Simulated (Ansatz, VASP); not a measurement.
# One calculation of Sn, two programs

```
Sn
1.0
    -1.92307    1.92307    1.86623
     1.92307   -1.92307    1.86623
     1.92307    1.92307   -1.86623
Sn
1
Direct
  0.00000 0.00000 0.00000
```

Change from the starting cell: strain +0.015 along x and y, -0.015 along z, atoms carried along.

Alike in both runs: task single point; functional r2SCAN; k mesh 18 × 18 × 18; occupations gaussian, width 0.15 eV; no spin polarisation.

|  | VASP | Ansatz |
| --- | --- | --- |
| version | VASP 6.6.1 | Ansatz 0.2.0 |
| potentials or method | VASP PAW PBE potentials, release 64 (Sn_d), cutoff 520 eV | scalar-relativistic, plane waves, PAW |
| valence electrons in the cell | 14 | 14 |

|  | VASP | Ansatz | Ansatz less VASP |
| --- | --- | --- | --- |
| gap on the k mesh at the Fermi level (eV) | none | none | - |
| pressure (GPa) | -1.1 | -1.1 | 0.00 |
| traceless stress, the component that is largest in VASP (GPa) | -0.63 | -0.63 | -0.003 |

VASP's potentials were made for PBE, not for r2SCAN. A gap of «none» marks a metal or a gap that the smearing closes. With one functional, cell and mesh, what is left measures potentials, basis and numerics.
